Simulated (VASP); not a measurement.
# AgCl (P1) in VASP: relaxation of cell and atoms with PBE

Aim: the relaxation of cell and atoms of AgCl with PBE.

All numbers are computed with VASP 6.6.1; they aren't measurements. Logs are shortened: lines on timing, memory, paths and dates and some standing lists are left out, and cuts for length are marked.

## (1) The cell of the first run

The typed cell holds 4 atoms: a = 3.964 Å, b = 3.958 Å, c = 6.858 Å, α = 73.41°, β = 71.86°, γ = 59.98°.

## (2) Relaxation of cell and atoms, PBE

Contents of INCAR:

```
  PREC = Accurate
  ENCUT = 500
  EDIFF = 1E-7
  ISMEAR = 0
  SIGMA = 0.1
  LREAL = F
  LASPH = T
  NELM = 120
  ALGO = Normal
  ISIF = 3
  LWAVE = F
  LCHARG = F
  GGA = PE
  IBRION = 2
  NSW = 80
  EDIFFG = -0.025
  GGA_COMPAT = F
  NELMIN = 4
```

Contents of KPOINTS:

```
regular mesh
0
Gamma
  6 6 6
```

Contents of POSCAR:

```
AgCl
1.0
   -2.8299290077      0.0282026947     -2.7762429292
   -2.7955395922     -2.8014258698     -0.0061867208
   -5.6230955273      2.8396289336      2.7112777465
Ag Cl
2 2
Direct
    1.0332744882      1.0231750149      0.0015860717
    0.4578266273      0.5043838624      0.5057091533
    0.2533412165      0.1579505092      0.2550143623
    0.7555576680      0.8144906134      0.7376904127
```

Potentials or basis: VASP PAW PBE potentials, release 64 (Ag, Cl).

On the command line:

```bash
$ cat potpaw_PBE.64/Ag/POTCAR potpaw_PBE.64/Cl/POTCAR > POTCAR
$ mpirun -np 1 vasp_std > vasp.out
```

OUTCAR:

```text
PREC = Accurate
   ENCUT = 500
   EDIFF = 1E-7
   ISMEAR = 0
   LREAL = F
   LASPH = T
   NELM = 120
   ISIF = 3
   GGA = PE
   IBRION = 2
   NSW = 80
   EDIFFG = -0.025
   NELMIN = 4

 ion  position               nearest neighbor table
   1  0.033  0.023  0.002-   3 2.45   4 2.72   4 2.86   3 2.90   4 2.97
   2  0.458  0.504  0.506-   3 2.56   4 2.59   4 2.62   3 2.90   3 2.97   4 3.03
   3  0.253  0.158  0.255-   1 2.45   2 2.56   1 2.90   2 2.90   2 2.97
   4  0.756  0.814  0.738-   2 2.59   2 2.62   1 2.72   1 2.86   1 2.97   2 3.03

  Warning from LATTYP: Got some problem with cell dimensions!
  Tried to take original basis but could not verify dimensions!
  LATTYP: Found a triclinic cell.
 ALAT       =     3.9644442716
 B/A-ratio  =     0.9982885331
 C/A-ratio  =     1.7074163767
 COS(alpha) =     0.0037904926
 COS(beta)  =     0.2702029571
 COS(gamma) =     0.5002795987

  Lattice vectors:

 A1 = (   2.8299290077,  -0.0282026947,   2.7762429292)
 A2 = (   2.7955395922,   2.8014258698,   0.0061867208)
 A3 = (  -2.7931665196,   2.8114262389,   5.4875206757)

Analysis of symmetry for initial positions (statically):
=====================================================================
 Subroutine PRICEL returns:
 Original cell was already a primitive cell.

 Routine SETGRP: Setting up the symmetry group for a
 triclinic supercell.

 Subroutine GETGRP returns: Found  1 space group operations
 (whereof  1 operations were pure point group operations)
 out of a pool of  2 trial point group operations.

The static configuration has the point symmetry C_1 .

Analysis of symmetry for dynamics (positions and initial velocities):
=====================================================================
 Subroutine PRICEL returns:
 Original cell was already a primitive cell.

 Routine SETGRP: Setting up the symmetry group for a
 triclinic supercell.

 Subroutine GETGRP returns: Found  1 space group operations
 (whereof  1 operations were pure point group operations)
 out of a pool of  2 trial point group operations.

The dynamic configuration has the point symmetry C_1 .

 Subroutine INISYM returns: Found  1 space group operations
 (whereof  1 operations are pure point group operations),
 and found     1 'primitive' translations

----------------------------------------------------------------------------------------

                                     Primitive cell

  volume of cell :      87.4315

  direct lattice vectors                    reciprocal lattice vectors
    -2.829929008  0.028202695 -2.776242929    -0.086672135  0.087088429 -0.270966159
    -2.795539592 -2.801425870 -0.006186721    -0.091042292 -0.266309055  0.090097516
    -5.623095527  2.839628934  2.711277746    -0.088956639  0.088567486  0.091576573

  length of vectors
     3.964444272  3.957659257  6.858113648     0.297521617  0.295511039  0.155382599

  position of ions in fractional coordinates (direct lattice)
     0.033274488  0.023175015  0.001586072
     0.457826627  0.504383862  0.505709153
     0.253341216  0.157950509  0.255014362
     0.755557668  0.814490613  0.737690413

  ion indices of the primitive-cell ions
   primitive index   ion index
                 1           1
                 2           2
                 3           3
                 4           4

----------------------------------------------------------------------------------------

 KPOINTS: regular mesh

Automatic generation of k-mesh.
 Grid dimensions read from file:
 generate k-points for:    6    6    6

 Generating k-lattice:

  Cartesian coordinates                     Fractional coordinates (reciprocal lattice)
    -0.014445356  0.014514738 -0.045161026     0.166666667 -0.000000000  0.000000000
    -0.015173715 -0.044384842  0.015016253     0.000000000  0.166666667  0.000000000
    -0.014826106  0.014761248  0.015262762     0.000000000  0.000000000  0.166666667

  Length of vectors
     0.049586936  0.049251840  0.025897100

  Shift w.r.t. Gamma in fractional coordinates (k-lattice)
     0.000000000  0.000000000  0.000000000

 Subroutine IBZKPT returns following result:
 ===========================================

 Found    112 irreducible k-points:

 Following reciprocal coordinates:
            Coordinates               Weight
  0.000000  0.000000  0.000000      1.000000
  0.166667 -0.000000  0.000000      2.000000
  0.333333  0.000000 -0.000000      2.000000
  0.500000 -0.000000 -0.000000      1.000000
  0.000000  0.166667  0.000000      2.000000
  0.166667  0.166667 -0.000000      2.000000
[... 16 lines left out ...]
  0.333333 -0.000000  0.166667      2.000000
  0.500000 -0.000000  0.166667      2.000000
 [... further k-points ...]
   k-points           NKPTS =    112   k-points in BZ     NKDIM =    112   number of bands    NBANDS=     22
   number of dos      NEDOS =    301   number of ions     NIONS =      4
   total plane-waves  NPLWV =  45000
   dimension x,y,z NGX =    30 NGY =   30 NGZ =   50
   dimension x,y,z NGXF=    60 NGYF=   60 NGZF=  100
   ions per type =               2   2
   NGX,Y,Z   is equivalent  to a cutoff of  12.58, 12.60, 12.12 a.u.
   NGXF,Y,Z  is equivalent  to a cutoff of  25.16, 25.20, 24.24 a.u.
 SYSTEM =  unknown system
   PREC   = accura    normal or accurate (medium, high low for compatibility)
   ISTART =      0    job   : 0-new  1-cont  2-samecut
   ICHARG =      2    charge: 1-file 2-atom 10-const
   ISPIN  =      1    spin polarized calculation?
   LNONCOLLINEAR =      F non collinear calculations
   LSORBIT =      F    spin-orbit coupling
   LASPH  =      T    aspherical Exc in radial PAW
   ENCUT  =  500.0 eV  36.75 Ry    6.06 a.u.   7.23  7.22 12.50*2*pi/ulx,y,z
   NELM   =    120;   NELMIN=  4; NELMDL= -5     # of ELM steps
   EDIFF  = 0.1E-06   stopping-criterion for ELM
   LREAL  =      F    real-space projection
   EDIFFG = -.3E-01   stopping-criterion for IOM
   NSW    =     80    number of steps for IOM
   IBRION =      2    ionic relax: 0-MD 1-quasi-New 2-CG
   NFREE  =      1    steps in history (QN), initial steepest desc. (CG)
   ISIF   =      3    stress and relaxation
   ISYM   =      2    0-nonsym 1-usesym 2-fastsym
   POTIM  = 0.5000    time-step for ionic-motion
   TEBEG  =    0.0;   TEEND  =   0.0 temperature during run
   PSTRESS=    0.0 pullay stress
   NELECT =      36.0000    total number of electrons
   NUPDOWN=      -1.0000    fix difference up-down
   EMIN   =  10.00;   EMAX   =-10.00  energy-range for DOS
   EFERMI =   0.00;   METHOD = LEGACY
   ISMEAR =     0;   SIGMA  =   0.10  broadening in eV -4-tet -1-fermi 0-gaus
   EFERMI_NEDOS =   21; number of points for ismear=-14 and -15
   IALGO  =     38    algorithm
   IMIX   =      4    mixing-type and parameters
     AMIX     =   0.40;   BMIX     =  1.00
     AMIX_MAG =   1.60;   BMIX_MAG =  1.00
  volume/ion in A,a.u.               =      21.86       147.50
  Fermi-wavevector in a.u.,A,eV,Ry     =   1.217923  2.301540 20.182003  1.483335
  Thomas-Fermi vector in A             =   2.353227
   LORBIT       =      0    0 simple, 1 ext, 2 COOP (PROOUT), +10 PAW based schemes
   GGA     = PE    functional components
   LHFCALC =     F    Hartree Fock is set to
   AEXX    =    0.0000 exact exchange contribution
   IVDW    =     0    specifies the selected vdW correction
   LEPSILON=     F    determine dielectric tensor
   LRPA    =     F    only Hartree local field effects (RPA)
 conjugate gradient relaxation of ions
 non-spin polarized calculation
 Gauss-broadening in eV      SIGMA  =   0.10
  energy-cutoff  :      500.00
  volume of cell :       87.43
 maximum number of plane-waves:      2236
 NGX is ok and might be reduce to    30
   NGX = 15   NGY = 15   NGZ = 25

--------------------------------------- Ionic step        1  -------------------------------------------

 number of electron      35.9999999 magnetization

 Free energy of the ion-electron system (eV)
  ---------------------------------------------------
  ext. energy  EPLUGINS =         0.00000000
  ---------------------------------------------------
  free energy    TOTEN  =       -10.66785048 eV

  energy without entropy =      -10.66785048  energy(sigma->0) =      -10.66785048

------------------------ aborting loop because EDIFF is reached ----------------------------------------

  FORCE on cell =-STRESS in cart. coord.  units (eV):
  Direction    XX          YY          ZZ          XY          YZ          ZX
  --------------------------------------------------------------------------------------
  -------------------------------------------------------------------------------------
  Total        1.2194995      1.1415536      1.5738961     -0.1760961      0.1074320     -0.2585789
  in kB       22.3472565     20.9189026     28.8415536     -3.2269509      1.9686852     -4.7384427
  external PRESSURE =      24.0359042 kB  Pullay stress =       0.0000000 kB
[... 95 lines left out ...]
  FREE ENERGIE OF THE ION-ELECTRON SYSTEM (eV)
  ---------------------------------------------------
  free  energy   TOTEN  =       -10.7403216480 eV

  energy  without entropy=      -10.7403216480  energy(sigma->0) =      -10.74032165

[... ionic steps 4 to 12 ...]

--------------------------------------- Ionic step       13  -------------------------------------------

 number of electron      35.9999999 magnetization

------------------------ aborting loop because EDIFF is reached ----------------------------------------

  FORCE on cell =-STRESS in cart. coord.  units (eV):
  Direction    XX          YY          ZZ          XY          YZ          ZX
  --------------------------------------------------------------------------------------
  -------------------------------------------------------------------------------------
  Total        0.0618947      0.0479868      0.0469231     -0.0094421     -0.0001076     -0.0061055
  in kB        1.0996204      0.8525323      0.8336352     -0.1677474     -0.0019109     -0.1084697
  external PRESSURE =       0.9285960 kB  Pullay stress =       0.0000000 kB
[... 61 lines left out ...]
  energy  without entropy=      -10.8011795288  energy(sigma->0) =      -10.80117953

--------------------------------------- Ionic step       15  -------------------------------------------

 number of electron      36.0000001 magnetization

 Free energy of the ion-electron system (eV)
  ---------------------------------------------------
  ext. energy  EPLUGINS =         0.00000000
  ---------------------------------------------------
  free energy    TOTEN  =       -10.80140779 eV

  energy without entropy =      -10.80140779  energy(sigma->0) =      -10.80140779

 E-fermi :   3.6655     XC(G=0):  -9.6528

 val. band max:        3.2510175405   @ k =   0.3333   0.5000   0.1667
 cond. band min:       4.2964930788   @ k =   0.0000   0.0000   0.0000
 fundamental gap:      1.0454755383
 Fermi energy:         3.6655266131

 k-point     1 :       0.0000    0.0000    0.0000
  band No.  band energies     occupation
      1     -11.7441      2.00000
      2     -11.3464      2.00000
      3      -1.8519      2.00000
      4      -0.8472      2.00000
      5      -0.6813      2.00000
      6       0.7061      2.00000
[... 574 lines left out ...]
      6      -0.6871      2.00000
[... 14 lines left out ...]
     21       8.8526      0.00000
     22      10.1732      0.00000

 [... further k-points ...]

------------------------ aborting loop because EDIFF is reached ----------------------------------------

  FORCE on cell =-STRESS in cart. coord.  units (eV):
  Direction    XX          YY          ZZ          XY          YZ          ZX
  --------------------------------------------------------------------------------------
  -------------------------------------------------------------------------------------
  Total        0.0327821      0.0364566      0.0345763     -0.0113461      0.0003302     -0.0072112
  in kB        0.5816673      0.6468661      0.6135029     -0.2013194      0.0058596     -0.1279515
  external PRESSURE =       0.6140121 kB  Pullay stress =       0.0000000 kB
[... 19 lines left out ...]
  FREE ENERGIE OF THE ION-ELECTRON SYSTEM (eV)
  ---------------------------------------------------
  free  energy   TOTEN  =       -10.8014077889 eV

  energy  without entropy=      -10.8014077889  energy(sigma->0) =      -10.80140779

 reached required accuracy - stopping structural energy minimisation
```

Wall time 14 min (1 thread of Intel Xeon 6975P-C (Granite Rapids), shared host); peak memory 0.33 GiB.

Results:

| Item | Value |
| --- | --- |
| Free energy | -10.8014 eV |
| Relaxed volume | 22.57 Å³/atom |
| Relaxed cell | a = 3.987 Å, b = 3.992 Å, c = 6.930 Å, α = 72.36°, β = 75.11°, γ = 60.02° |
| Space group after relaxing (to 0.1 Å) | P1 (No. 1) |
| Energy gained by relaxing | 33.4 meV/atom |
| Ionic steps | 15 |
| Pressure after relaxing | 0.1 GPa |
| Largest force after relaxing | 0.020 eV/Å |
| Band gap on the k mesh | 1.05 eV (least direct gap 1.21 eV) |

Forces in eV/Å, atoms in the order of the input:
```
Ag  -0.001  0.006 -0.004
Ag  -0.016 -0.011  0.001
Cl   0.012  0.009  0.005
Cl   0.005 -0.004 -0.002
```

The path:
```tsv
step	energy change (eV)	largest force (eV/Å)	pressure (GPa)	volume (Å³)
1	0.0000	0.6864	2.40	87.43
2	-0.0684	0.3602	-0.13	91.64
3	-0.0725	0.2829	-0.81	93.07
4	-0.0914	0.2487	-0.61	92.17
5	-0.1230	0.1206	0.30	89.49
6	-0.1236	0.1104	0.55	88.94
7	-0.1281	0.1029	0.00	90.11
8	-0.1281	0.1052	-0.06	90.24
9	-0.1303	0.0692	-0.04	90.23
10	-0.1321	0.0473	0.02	90.19
11	-0.1327	0.0296	-0.01	90.30
12	-0.1330	0.0292	-0.05	90.46
13	-0.1333	0.0263	0.09	90.18
14	-0.1333	0.0260	0.11	90.16
15	-0.1336	0.0197	0.06	90.30
```

Final structure:
```xyz
4
Lattice="-2.7822 -0.0382 -2.8551 -2.8407 -2.8049 0.0197 -5.6332 2.7371 2.9668" Properties=species:S:1:pos:R:3 pbc="T T T"
Ag   -8.4353    2.6624    0.1133
Ag   -5.5650   -0.0363    0.0857
Cl   -2.6485    0.1799   -0.0137
Cl   -8.6507   -0.2664    0.1233
```
